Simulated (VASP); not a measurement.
# PbO in VASP: single point with PBE

Aim: the single point of PbO with PBE.

Program: VASP 6.6.1. These are calculated values, not measurements. Logs are shortened: lines on timing, memory, paths and dates and some standing lists are left out, and cuts for length are marked.

## 1. The cell of the first run

The typed cell holds 2 atoms: a = 3.214 Å, b = 3.214 Å, c = 3.213 Å, α = 90.00°, β = 90.00°, γ = 90.00°.

## 2. Single point, PBE

INCAR reads:

```
ALGO     = Normal         # electronic algorithm
EDIFF    = 1E-6           # SCF threshold, eV
ENCUT    = 520            # plane-wave cutoff, eV
GGA      = PE             # functional
ISIF     = 2              # what is computed and relaxed
ISMEAR   = 0              # smearing method
LASPH    = T              # aspherical terms in the spheres
LCHARG   = T              # write CHGCAR
LELF     = T              # ELF
LREAL    = F              # projectors in reciprocal space
LVHAR    = T            
LWAVE    = F              # write WAVECAR
NBANDS   = 17             # bands
NELM     = 80             # most SCF steps
PREC     = Accurate       # precision mode
SIGMA    = 0.1            # smearing width, eV
```

KPOINTS reads:

```
k-points
0
Gamma
  6 6 4
```

POSCAR reads:

```
PbO
1.0
    3.2135795628      0.0000000000      0.0000000000
    0.0000000000      3.2135795628      0.0000000000
    0.0000000000      0.0000000000      3.2130324773
Pb O
1 1
Direct
    0.5000000000      0.5000000000      0.5000000000
    0.0000000000      0.0000000000      0.0000000000
```

Potentials or basis: VASP PAW PBE potentials, release 64 (Pb_d, O).

On the command line:

```console
cat potpaw_PBE.64/Pb_d/POTCAR potpaw_PBE.64/O/POTCAR > POTCAR
mpirun -np 1 vasp_std > vasp.out
```

OUTCAR:

```text
EDIFF = 1E-6
   ENCUT = 520
   GGA = PE
   ISIF = 2
   ISMEAR = 0
   LASPH = T
   LREAL = F
   NELM = 80
   PREC = Accurate

 ion  position               nearest neighbor table
   1  0.500  0.500  0.500-   2 2.78   2 2.78   2 2.78   2 2.78   2 2.78   2 2.78   2 2.78   2 2.78

   2  0.000  0.000  0.000-   1 2.78   1 2.78   1 2.78   1 2.78   1 2.78   1 2.78   1 2.78   1 2.78

  LATTYP: Found a simple tetragonal cell.
 ALAT       =     3.2135795628
 C/A-ratio  =     0.9998297582

  Lattice vectors:

 A1 = (   3.2135795628,   0.0000000000,   0.0000000000)
 A2 = (   0.0000000000,   3.2135795628,   0.0000000000)
 A3 = (   0.0000000000,   0.0000000000,   3.2130324773)

Analysis of symmetry for initial positions (statically):
=====================================================================
 Subroutine PRICEL returns:
 Original cell was already a primitive cell.

 Routine SETGRP: Setting up the symmetry group for a
 simple tetragonal supercell.

 Subroutine GETGRP returns: Found 16 space group operations
 (whereof 16 operations were pure point group operations)
 out of a pool of 16 trial point group operations.

The static configuration has the point symmetry D_4h.

Analysis of symmetry for dynamics (positions and initial velocities):
=====================================================================
 Subroutine PRICEL returns:
 Original cell was already a primitive cell.

 Routine SETGRP: Setting up the symmetry group for a
 simple tetragonal supercell.

 Subroutine GETGRP returns: Found 16 space group operations
 (whereof 16 operations were pure point group operations)
 out of a pool of 16 trial point group operations.

The dynamic configuration has the point symmetry D_4h.

 Subroutine INISYM returns: Found 16 space group operations
 (whereof 16 operations are pure point group operations),
 and found     1 'primitive' translations

----------------------------------------------------------------------------------------

                                     Primitive cell

  volume of cell :      33.1813

  direct lattice vectors                    reciprocal lattice vectors
     3.213579563  0.000000000  0.000000000     0.311179475  0.000000000  0.000000000
     0.000000000  3.213579563  0.000000000     0.000000000  0.311179475  0.000000000
     0.000000000  0.000000000  3.213032477     0.000000000  0.000000000  0.311232459

  length of vectors
     3.213579563  3.213579563  3.213032477     0.311179475  0.311179475  0.311232459

  position of ions in fractional coordinates (direct lattice)
[... 79 lines left out ...]
   EDIFF  = 0.1E-05   stopping-criterion for ELM
   LREAL  =      F    real-space projection
   EDIFFG = 0.1E-04   stopping-criterion for IOM
   NSW    =      0    number of steps for IOM
   IBRION =     -1    ionic relax: 0-MD 1-quasi-New 2-CG
   NFREE  =      0    steps in history (QN), initial steepest desc. (CG)
   ISIF   =      2    stress and relaxation
   ISYM   =      2    0-nonsym 1-usesym 2-fastsym
   POTIM  = 0.5000    time-step for ionic-motion
   TEBEG  =    0.0;   TEEND  =   0.0 temperature during run
   PSTRESS=    0.0 pullay stress
   NELECT =      20.0000    total number of electrons
   NUPDOWN=      -1.0000    fix difference up-down
   EMIN   =  10.00;   EMAX   =-10.00  energy-range for DOS
   EFERMI =   0.00;   METHOD = LEGACY
   ISMEAR =     0;   SIGMA  =   0.10  broadening in eV -4-tet -1-fermi 0-gaus
   EFERMI_NEDOS =   21; number of points for ismear=-14 and -15
   IALGO  =     38    algorithm
   IMIX   =      4    mixing-type and parameters
     AMIX     =   0.40;   BMIX     =  1.00
     AMIX_MAG =   1.60;   BMIX_MAG =  1.00
  volume/ion in A,a.u.               =      16.59       111.96
  Fermi-wavevector in a.u.,A,eV,Ry     =   1.382888  2.613280 26.019508  1.912380
  Thomas-Fermi vector in A             =   2.507538
   LORBIT       =      0    0 simple, 1 ext, 2 COOP (PROOUT), +10 PAW based schemes
   GGA     = PE    functional components
   LHFCALC =     F    Hartree Fock is set to
   AEXX    =    0.0000 exact exchange contribution
   IVDW    =     0    specifies the selected vdW correction
   LEPSILON=     F    determine dielectric tensor
   LRPA    =     F    only Hartree local field effects (RPA)
 non-spin polarized calculation
 Gauss-broadening in eV      SIGMA  =   0.10
  energy-cutoff  :      520.00
  volume of cell :       33.18
 maximum number of plane-waves:       912
 NGX is ok and might be reduce to    24
   NGX = 11   NGY = 11   NGZ = 11

 number of electron      20.0000005 magnetization

 Free energy of the ion-electron system (eV)
  ---------------------------------------------------
  ext. energy  EPLUGINS =         0.00000000
  ---------------------------------------------------
  free energy    TOTEN  =        -9.75333271 eV

  energy without entropy =       -9.75332648  energy(sigma->0) =       -9.75332959

 E-fermi :   6.8692     XC(G=0): -11.1523

 val. band max:        6.6066886158   @ k =   0.1667   0.1667   0.2500
 cond. band min:       7.1115588537   @ k =   0.5000   0.0000   0.0000
 fundamental gap:      0.5048702379
 Fermi energy:         6.8691893789

 k-point     1 :       0.0000    0.0000    0.0000
  band No.  band energies     occupation
      1     -10.2310      2.00000
      2      -9.9877      2.00000
      3      -9.9873      2.00000
      4      -9.3441      2.00000
      5      -9.3441      2.00000
      6      -9.3441      2.00000
[... 457 lines left out ...]
      4      -9.4845      2.00000
      5      -9.2073      2.00000
      6      -8.3929      2.00000
[... 9 lines left out ...]
     16      22.8891      0.00000
     17      23.1037      0.00000

 [... further k-points ...]

------------------------ aborting loop because EDIFF is reached ----------------------------------------

  FORCE on cell =-STRESS in cart. coord.  units (eV):
  Direction    XX          YY          ZZ          XY          YZ          ZX
  --------------------------------------------------------------------------------------
  -------------------------------------------------------------------------------------
  Total       -0.0110757     -0.0110757     -0.0101744      0.0000000     -0.0000000      0.0000000
  in kB       -0.5347942     -0.5347942     -0.4912743      0.0000000     -0.0000000      0.0000000
  external PRESSURE =      -0.5202875 kB  Pullay stress =       0.0000000 kB

 VOLUME and BASIS-vectors are now :
 -----------------------------------------------------------------------------
  energy-cutoff  :      520.00
  volume of cell :       33.18
      direct lattice vectors                 reciprocal lattice vectors
     3.213579563  0.000000000  0.000000000     0.311179475  0.000000000  0.000000000
     0.000000000  3.213579563  0.000000000     0.000000000  0.311179475  0.000000000
     0.000000000  0.000000000  3.213032477     0.000000000  0.000000000  0.311232459

 POSITION                                       TOTAL-FORCE (eV/Angst)
 -----------------------------------------------------------------------------------
      1.60679      1.60679      1.60652         0.000000      0.000000      0.000000
      0.00000      0.00000      0.00000         0.000000      0.000000      0.000000
 -----------------------------------------------------------------------------------
    total drift:                                0.000000      0.000000     -0.000000

  FREE ENERGIE OF THE ION-ELECTRON SYSTEM (eV)
  ---------------------------------------------------
  free  energy   TOTEN  =        -9.7533327055 eV

  energy  without entropy=       -9.7533264790  energy(sigma->0) =       -9.75332959
```

It took 6.4 s on 1 thread of Intel Xeon 6975P-C (Granite Rapids), shared host; peak memory 0.14 GiB.

Results:

- Free energy: -9.7533 eV
- Pressure: -0.1 GPa
- Band gap on the k mesh: 0.50 eV (least direct gap 0.69 eV)

Caveat: the k points lie up to 0.49 Å⁻¹ apart; spin-orbit coupling is left out, which moves the levels of the heavy elements. A k mesh can miss the band edges.
